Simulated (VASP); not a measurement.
**MgO: single point with PBE**

Crystal: MgO.

```
Mg O
1.0
     3.52132    0.00000    0.00000
    -1.76066    3.04955    0.00000
     0.00000    0.00000    4.02740
Mg O
2 2
Direct
  0.66667 0.33333 0.75000
  0.33333 0.66667 0.25000
  0.66667 0.33333 0.25000
  0.33333 0.66667 0.75000
```

```json
{
  "Program": "VASP 6.6.1",
  "Task": "single point",
  "Functional": "PBE",
  "Potentials or basis": "VASP PAW PBE potentials, release 64 (Mg, O)",
  "Cutoff": "520 eV",
  "k mesh": "9 × 9 × 6",
  "Occupations": "gaussian, width 0.05 eV",
  "Spin": "no spin polarisation"
}
```

```
Pressure               : 7.5 GPa
Band gap on the k mesh : 3.57 eV
```

Stress tensor (GPa, compression positive):
```
 3.56  0.00  0.00
 0.00  3.56  0.00
 0.00  0.00 15.38
```

Levels at points of the mesh, in eV from the valence-band top:
| k point | band 4 | band 5 | band 6 | band 7 | band 8 | band 9 | band 10 | band 11 | band 12 | band 13 |
| --- | --- | --- | --- | --- | --- | --- | --- | --- | --- | --- |
| (0.00, 0.00, 0.00) | -1.78 | -1.78 | -0.71 | -0.71 | 0.00 | 3.57 | 9.89 | 12.43 | 12.43 | 12.90 |
| (0.00, 0.00, 0.50) | -2.42 | -1.27 | -1.27 | -1.27 | -1.27 | 6.66 | 6.66 | 12.78 | 12.78 | 12.78 |

Wall time 32 s on 1 thread of AMD EPYC 7R13, on a shared host, peak memory 0.15 GiB.

Caveat: the cell stands under pressure.
